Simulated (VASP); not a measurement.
CdS: single point with PBEsol

Crystal: CdS.

```
CELL_PARAMETERS angstrom
-0.08829 2.89881 2.89881
2.89881 -0.08829 2.89881
2.89881 2.89881 -0.08829
ATOMIC_POSITIONS crystal
Cd 0.00000 0.00000 0.00000
S 0.75000 0.75000 0.75000
```

This cell differs from its parent crystal: equal xy, yz and zx shear strains of -3 %.

```
Program             : VASP 6.6.1
Task                : single point
Functional          : PBEsol
Potentials or basis : VASP PAW PBE potentials, release 64 (Cd, S)
Cutoff              : 520 eV
k mesh              : 7 × 7 × 7
Occupations         : fermi-dirac, width 0.02 eV
Spin                : no spin polarisation
```

| Property | Result |
| --- | --- |
| Pressure | -1.2 GPa |
| Largest force | 0.349 eV/Å |
| Band gap on the k mesh | 0.89 eV, direct |

Forces on the atoms (eV/Å):
```
Cd   0.202  0.202  0.202
S   -0.202 -0.202 -0.202
```

Stress tensor (GPa, compression positive):
```
-1.21  1.58  1.58
 1.58 -1.21  1.58
 1.58  1.58 -1.21
```

Levels at points of the mesh, in eV from the valence-band top:
```tsv
k point	band 5	band 6	band 7	band 8	band 9	band 10	band 11	band 12	band 13	band 14
(0.00, 0.00, 0.00)	-7.25	-7.25	-0.10	-0.10	0.00	0.89	6.19	6.19	6.81	11.00
```

Wall time 25 s on 1 thread of AMD EPYC 9R45 96-Core Processor (Zen 5), with other jobs on the host, peak memory 0.16 GiB.

Caveat: the cell differs from its parent crystal (equal xy, yz and zx shear strains of -3 %); the PAW data sets were made with another functional, which shifts forces and pressure a little.
